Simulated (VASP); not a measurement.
# Ta2F (P-3m1) in VASP: notebook

Ta2F is run at these levels: PBE; tasks: single point, relaxation of cell and atoms.

All numbers are computed with VASP 6.6.1; they aren't measurements. Logs are shortened: lines on timing, memory, paths and dates and some standing lists are left out, and cuts for length are marked.

## (1) The cell of the first run

It takes space group P-3m1 (No. 164, trigonal). The conventional cell has a = 2.848 Å, b = 2.848 Å, c = 6.516 Å, α = 90.00°, β = 90.00°, γ = 120.00°. Ta (site symmetry 3m) has 3 F at 2.58 Å and 9 Ta at 2.85 to 3.02 Å within 3.4 Å. Within 3.4 Å of F (site symmetry -3m) lie 6 Ta at 2.58 Å and 6 F at 2.85 Å.

## (2) Single point, PBE

File INCAR:

```
PREC = Accurate
ENCUT = 520
EDIFF = 1E-6
ISMEAR = 0
SIGMA = 0.1
LREAL = F
LASPH = T
NELM = 100
ALGO = Normal
ISIF = 2
LWAVE = F
LCHARG = F
GGA = PE
NBANDS = 22
```

File KPOINTS:

```
regular mesh
0
Gamma
  18 18 8
```

File POSCAR:

```
Ta2F
1.0
    2.8481504481      0.0000000000      0.0000000000
   -1.4240752241      2.4665706418      0.0000000000
    0.0000000000      0.0000000000      6.5162796831
Ta F
2 1
Direct
    0.3333333333      0.6666666667      0.6944870550
    0.6666666667      0.3333333333      0.3055129450
    0.0000000000      0.0000000000      0.0000000000
```

Potentials or basis: VASP PAW PBE potentials, release 64 (Ta_pv, F).

Started as:

```bash
$ cat potpaw_PBE.64/Ta_pv/POTCAR potpaw_PBE.64/F/POTCAR > POTCAR
$ mpirun -np 1 vasp_std > vasp.out
```

OUTCAR:

```text
PREC = Accurate
   ENCUT = 520
   EDIFF = 1E-6
   ISMEAR = 0
   LREAL = F
   LASPH = T
   NELM = 100
   ISIF = 2
   GGA = PE

 ion  position               nearest neighbor table
   1  0.333  0.667  0.694-   3 2.58   3 2.58   3 2.58   2 3.02   2 3.02   2 3.02
   2  0.667  0.333  0.306-   3 2.58   3 2.58   3 2.58   1 3.02   1 3.02   1 3.02
   3  0.000  0.000  0.000-   1 2.58   2 2.58   1 2.58   2 2.58   2 2.58   1 2.58

  LATTYP: Found a hexagonal cell.
 ALAT       =     2.8481504481
 C/A-ratio  =     2.2878986914

  Lattice vectors:

 A1 = (   2.8481504481,   0.0000000000,   0.0000000000)
 A2 = (  -1.4240752241,   2.4665706418,   0.0000000000)
 A3 = (   0.0000000000,   0.0000000000,   6.5162796831)

Analysis of symmetry for initial positions (statically):
=====================================================================
 Subroutine PRICEL returns:
 Original cell was already a primitive cell.

 Routine SETGRP: Setting up the symmetry group for a
 hexagonal supercell.

 Subroutine GETGRP returns: Found 12 space group operations
 (whereof 12 operations were pure point group operations)
 out of a pool of 24 trial point group operations.

The static configuration has the point symmetry D_3d.

Analysis of symmetry for dynamics (positions and initial velocities):
=====================================================================
 Subroutine PRICEL returns:
 Original cell was already a primitive cell.

 Routine SETGRP: Setting up the symmetry group for a
 hexagonal supercell.

 Subroutine GETGRP returns: Found 12 space group operations
 (whereof 12 operations were pure point group operations)
 out of a pool of 24 trial point group operations.

The dynamic configuration has the point symmetry D_3d.

 Subroutine INISYM returns: Found 12 space group operations
 (whereof 12 operations are pure point group operations),
 and found     1 'primitive' translations

----------------------------------------------------------------------------------------

                                     Primitive cell

  volume of cell :      45.7779

  direct lattice vectors                    reciprocal lattice vectors
     2.848150448  0.000000000  0.000000000     0.351105048  0.202710594  0.000000000
    -1.424075224  2.466570642  0.000000000     0.000000000  0.405421188  0.000000000
     0.000000000  0.000000000  6.516279683     0.000000000  0.000000000  0.153461799

  length of vectors
     2.848150448  2.848150448  6.516279683     0.405421188  0.405421188  0.153461799

  position of ions in fractional coordinates (direct lattice)
     0.333333333  0.666666667  0.694487055
     0.666666667  0.333333333  0.305512945
     0.000000000  0.000000000  0.000000000

  ion indices of the primitive-cell ions
   primitive index   ion index
                 1           1
                 2           2
                 3           3

----------------------------------------------------------------------------------------

 KPOINTS: regular mesh

Automatic generation of k-mesh.
 Grid dimensions read from file:
 generate k-points for:   18   18    8

 Generating k-lattice:

  Cartesian coordinates                     Fractional coordinates (reciprocal lattice)
     0.019505836  0.011261700  0.000000000     0.055555556 -0.000000000  0.000000000
     0.000000000  0.022523399  0.000000000     0.000000000  0.055555556  0.000000000
     0.000000000  0.000000000  0.019182725     0.000000000  0.000000000  0.125000000

  Length of vectors
     0.022523399  0.022523399  0.019182725

  Shift w.r.t. Gamma in fractional coordinates (k-lattice)
     0.000000000  0.000000000  0.000000000

 Subroutine IBZKPT returns following result:
 ===========================================

 Found    266 irreducible k-points:

 Following reciprocal coordinates:
            Coordinates               Weight
  0.000000  0.000000  0.000000      1.000000
  0.055556 -0.000000  0.000000      6.000000
  0.111111 -0.000000  0.000000      6.000000
  0.166667 -0.000000  0.000000      6.000000
  0.222222 -0.000000  0.000000      6.000000
  0.277778  0.000000  0.000000      6.000000
[... 16 lines left out ...]
  0.333333  0.111111  0.000000     12.000000
  0.388889  0.111111  0.000000     12.000000
 [... further k-points ...]
   k-points           NKPTS =    266   k-points in BZ     NKDIM =    266   number of bands    NBANDS=     22
   number of dos      NEDOS =    301   number of ions     NIONS =      3
   total plane-waves  NPLWV =  27648
   dimension x,y,z NGX =    24 NGY =   24 NGZ =   48
   dimension x,y,z NGXF=    48 NGYF=   48 NGZF=   96
   ions per type =               2   1
   NGX,Y,Z   is equivalent  to a cutoff of  14.01, 14.01, 12.25 a.u.
   NGXF,Y,Z  is equivalent  to a cutoff of  28.02, 28.02, 24.49 a.u.
 SYSTEM =  unknown system
   PREC   = accura    normal or accurate (medium, high low for compatibility)
   ISTART =      0    job   : 0-new  1-cont  2-samecut
   ICHARG =      2    charge: 1-file 2-atom 10-const
   ISPIN  =      1    spin polarized calculation?
   LNONCOLLINEAR =      F non collinear calculations
   LSORBIT =      F    spin-orbit coupling
   LASPH  =      T    aspherical Exc in radial PAW
   ENCUT  =  520.0 eV  38.22 Ry    6.18 a.u.   5.30  5.30 12.12*2*pi/ulx,y,z
   NELM   =    100;   NELMIN=  2; NELMDL= -5     # of ELM steps
   EDIFF  = 0.1E-05   stopping-criterion for ELM
   LREAL  =      F    real-space projection
   EDIFFG = 0.1E-04   stopping-criterion for IOM
   NSW    =      0    number of steps for IOM
   IBRION =     -1    ionic relax: 0-MD 1-quasi-New 2-CG
   NFREE  =      0    steps in history (QN), initial steepest desc. (CG)
   ISIF   =      2    stress and relaxation
   ISYM   =      2    0-nonsym 1-usesym 2-fastsym
   POTIM  = 0.5000    time-step for ionic-motion
   TEBEG  =    0.0;   TEEND  =   0.0 temperature during run
   PSTRESS=    0.0 pullay stress
   NELECT =      29.0000    total number of electrons
   NUPDOWN=      -1.0000    fix difference up-down
   EMIN   =  10.00;   EMAX   =-10.00  energy-range for DOS
   EFERMI =   0.00;   METHOD = LEGACY
   ISMEAR =     0;   SIGMA  =   0.10  broadening in eV -4-tet -1-fermi 0-gaus
   EFERMI_NEDOS =   21; number of points for ismear=-14 and -15
   IALGO  =     38    algorithm
   IMIX   =      4    mixing-type and parameters
     AMIX     =   0.40;   BMIX     =  1.00
     AMIX_MAG =   1.60;   BMIX_MAG =  1.00
  volume/ion in A,a.u.               =      15.26       102.97
  Fermi-wavevector in a.u.,A,eV,Ry     =   1.406011  2.656976 26.896913  1.976867
  Thomas-Fermi vector in A             =   2.528415
   LORBIT       =      0    0 simple, 1 ext, 2 COOP (PROOUT), +10 PAW based schemes
   GGA     = PE    functional components
   LHFCALC =     F    Hartree Fock is set to
   AEXX    =    0.0000 exact exchange contribution
   IVDW    =     0    specifies the selected vdW correction
   LEPSILON=     F    determine dielectric tensor
   LRPA    =     F    only Hartree local field effects (RPA)
 non-spin polarized calculation
 Gauss-broadening in eV      SIGMA  =   0.10
  energy-cutoff  :      520.00
  volume of cell :       45.78
 maximum number of plane-waves:      1250
 NGX is ok and might be reduce to    24
   NGX = 11   NGY = 11   NGZ = 25

 number of electron      28.9999994 magnetization

 Free energy of the ion-electron system (eV)
  ---------------------------------------------------
  ext. energy  EPLUGINS =         0.00000000
  ---------------------------------------------------
  free energy    TOTEN  =       -26.92570894 eV

  energy without entropy =      -26.91431258  energy(sigma->0) =      -26.92001076

 E-fermi :   5.7067     XC(G=0): -12.0514

 val. band max:        5.6970753647   @ k =   0.0556   0.0556   0.3750
 cond. band min:       5.7074187502   @ k =   0.3333   0.2222   0.0000
 fundamental gap:      0.0103433855
 Fermi energy:         5.7067150595

 k-point     1 :       0.0000    0.0000    0.0000
  band No.  band energies     occupation
      1     -29.1930      2.00000
      2     -28.6987      2.00000
      3     -28.1156      2.00000
      4     -28.1156      2.00000
      5     -28.0688      2.00000
      6     -28.0688      2.00000
[... 14 lines left out ...]
     21      10.0745      0.00000
     22      10.5064      0.00000

 k-point     2 :       0.0556   -0.0000    0.0000
  band No.  band energies     occupation
      1     -29.1841      2.00000
      2     -28.6973      2.00000
      3     -28.1531      2.00000
      4     -28.1251      2.00000
      5     -28.1078      2.00000
      6     -28.0765      2.00000
[... 14 lines left out ...]
     21      10.1962      0.00000
     22      10.4912      0.00000

 k-point     3 :       0.1111   -0.0000    0.0000
  band No.  band energies     occupation
      1     -29.1583      2.00000
      2     -28.6947      2.00000
      3     -28.2594      2.00000
      4     -28.2181      2.00000
      5     -28.1522      2.00000
      6     -28.0990      2.00000
[... 14 lines left out ...]
     21      10.3536      0.00000
     22      10.4436      0.00000

 k-point     4 :       0.1667   -0.0000    0.0000
  band No.  band energies     occupation
      1     -29.1186      2.00000
      2     -28.6967      2.00000
      3     -28.4160      2.00000
      4     -28.3807      2.00000
      5     -28.1930      2.00000
      6     -28.1335      2.00000
[... 14 lines left out ...]
     21      10.3656      0.00000
     22      10.4180      0.00000

 k-point     5 :       0.2222   -0.0000    0.0000
  band No.  band energies     occupation
      1     -29.0704      2.00000
      2     -28.7336      2.00000
      3     -28.5900      2.00000
      4     -28.5527      2.00000
      5     -28.2423      2.00000
      6     -28.1760      2.00000
[... 417 lines left out ...]
 k-point    22 :       0.2778    0.1111    0.0000
  band No.  band energies     occupation
      1     -29.0588      2.00000
      2     -29.0267      2.00000
      3     -28.8615      2.00000
      4     -28.6339      2.00000
      5     -28.4072      2.00000
      6     -28.3391      2.00000
[... 14 lines left out ...]
     21      11.0922      0.00000
     22      11.3911      0.00000

 k-point    23 :       0.3333    0.1111    0.0000
  band No.  band energies     occupation
      1     -29.1779      2.00000
      2     -29.1323      2.00000
      3     -28.8360      2.00000
      4     -28.6470      2.00000
      5     -28.4560      2.00000
      6     -28.3822      2.00000
[... 14 lines left out ...]
     21      12.0919      0.00000
     22      12.5791      0.00000

 k-point    24 :       0.3889    0.1111    0.0000
  band No.  band energies     occupation
      1     -29.2615      2.00000
      2     -29.2060      2.00000
      3     -28.8009      2.00000
      4     -28.6618      2.00000
      5     -28.4867      2.00000
      6     -28.4102      2.00000
[... 14 lines left out ...]
     21      12.8467      0.00000
     22      13.6407      0.00000

 [... further k-points ...]
[... 5 lines left out ...]
  --------------------------------------------------------------------------------------
  -------------------------------------------------------------------------------------
  Total       -0.0004098     -0.0004098     -0.0206354      0.0000000      0.0000000      0.0000000
  in kB       -0.0143413     -0.0143413     -0.7222151      0.0000000      0.0000000      0.0000000
  external PRESSURE =      -0.2502992 kB  Pullay stress =       0.0000000 kB

 VOLUME and BASIS-vectors are now :
 -----------------------------------------------------------------------------
  energy-cutoff  :      520.00
  volume of cell :       45.78
      direct lattice vectors                 reciprocal lattice vectors
     2.848150448  0.000000000  0.000000000     0.351105048  0.202710594  0.000000000
    -1.424075224  2.466570642  0.000000000     0.000000000  0.405421188  0.000000000
     0.000000000  0.000000000  6.516279683     0.000000000  0.000000000  0.153461799

 POSITION                                       TOTAL-FORCE (eV/Angst)
 -----------------------------------------------------------------------------------
     -0.00000      1.64438      4.52547        -0.000000      0.000000     -0.008822
      1.42408      0.82219      1.99081         0.000000     -0.000000      0.008822
      0.00000      0.00000      0.00000         0.000000      0.000000      0.000000
 -----------------------------------------------------------------------------------
    total drift:                                0.000000     -0.000000      0.000000

  FREE ENERGIE OF THE ION-ELECTRON SYSTEM (eV)
  ---------------------------------------------------
  free  energy   TOTEN  =       -26.9257089433 eV

  energy  without entropy=      -26.9143125827  energy(sigma->0) =      -26.92001076
```

Run time: 2.3 min. Hardware: 1 thread of Intel Xeon Platinum 8259CL at 2.50GHz (Skylake/Cascade Lake), shared host; peak memory 0.35 GiB.

Results:

```
Free energy            : -26.9257 eV
Pressure               : 0.0 GPa
Largest force          : 0.009 eV/Å
Band gap on the k mesh : zero (an odd number of electrons rules out a gap without spin polarisation)
```

Forces in eV/Å, atoms in the order of the input:
```
Ta   0.000  0.000 -0.009
Ta   0.000  0.000  0.009
F    0.000  0.000  0.000
```

Caveat: spin-orbit coupling is left out, which moves the levels of the heavy elements; an odd number of electrons without spin polarisation forces a metal; a magnetic or distorted state may lie lower.

## (3) Relaxation of cell and atoms, PBE

This run uses another cell than the first one, of 15.06 Å³/atom.

File INCAR:

```
SYSTEM = Ta2F
PREC = Accurate
ENCUT = 600
EDIFF = 1E-7
ISMEAR = 0
SIGMA = 0.1
LREAL = .FALSE.
LASPH = .TRUE.
NELM = 80
ALGO = Normal
ISIF = 3
LWAVE = .FALSE.
LCHARG = .FALSE.
GGA = PE
IBRION = 2
NSW = 100
EDIFFG = -0.01
```

File KPOINTS:

```
Automatic mesh
0
G
  18 18 8
  0 0 0
```

File POSCAR:

```
Ta2F
1.0
    2.8221356889      0.0000000000      0.0000000000
   -1.4110678445      2.4440411995      0.0000000000
    0.0000000000      0.0000000000      6.5500325884
Ta F
2 1
Direct
    0.3333333333      0.6666666667      0.6956284605
    0.6666666667      0.3333333333      0.3043715395
    0.0000000000      0.0000000000      0.0000000000
```

Potentials or basis: VASP PAW PBE potentials, release 64 (Ta_pv, F).

Started as:

```bash
$ cat potpaw_PBE.64/Ta_pv/POTCAR potpaw_PBE.64/F/POTCAR > POTCAR
$ mpirun -np 1 vasp_std > vasp.out
```

Wall time 9.1 min (1 thread of Intel Xeon Platinum 8259CL at 2.50GHz (Skylake/Cascade Lake), shared host); peak memory 0.39 GiB.

Results (log left out):

```
Free energy                           : -26.9269 eV
Relaxed volume                        : 15.25 Å³/atom
Relaxed cell                          : a = 2.848 Å, b = 2.848 Å, c = 6.513 Å, α = 90.00°, β = 90.00°, γ = 120.00°
Space group after relaxing (to 0.1 Å) : P-3m1 (No. 164)
Energy gained by relaxing             : 4.3 meV/atom
Ionic steps                           : 5
Pressure after relaxing               : 0.0 GPa
Largest force after relaxing          : 0.007 eV/Å
Band gap on the k mesh                : zero (an odd number of electrons rules out a gap without spin polarisation)
```

Forces on the atoms (eV/Å):
```
Ta   0.000  0.000 -0.007
Ta   0.000  0.000  0.007
F    0.000  0.000  0.000
```

Step by step:
```tsv
step	energy change (eV)	largest force (eV/Å)	pressure (GPa)	volume (Å³)
1	0.0000	0.1875	2.35	45.18
2	-0.0014	0.0042	-3.11	46.63
3	-0.0121	0.0934	-0.57	45.92
4	-0.0126	0.0500	0.38	45.66
5	-0.0129	0.0069	0.01	45.76
```

Final structure:
```
CELL_PARAMETERS angstrom
2.84833 0.00000 0.00000
-1.42416 2.46672 0.00000
0.00000 0.00000 6.51315
ATOMIC_POSITIONS crystal
Ta 0.33333 0.66667 0.69450
Ta 0.66667 0.33333 0.30550
F 0.00000 0.00000 0.00000
```

Levels at points of the mesh, in eV from the Fermi level:
```tsv
k point	band 12	band 13	band 14	band 15	band 16	band 17
(0.00, 0.00, 0.00)	-4.45	-1.25	0.51	0.51	0.66	0.66
(0.50, 0.00, 0.00)	-3.30	-2.83	-0.91	1.81	1.87	2.56
(0.00, 0.00, 0.50)	-5.43	-1.12	0.41	0.41	0.66	0.82
(0.50, 0.00, 0.50)	-3.88	-2.18	-1.47	1.45	1.58	3.45
```

Caveat: spin-orbit coupling is left out, which moves the levels of the heavy elements; an odd number of electrons without spin polarisation forces a metal; a magnetic or distorted state may lie lower.
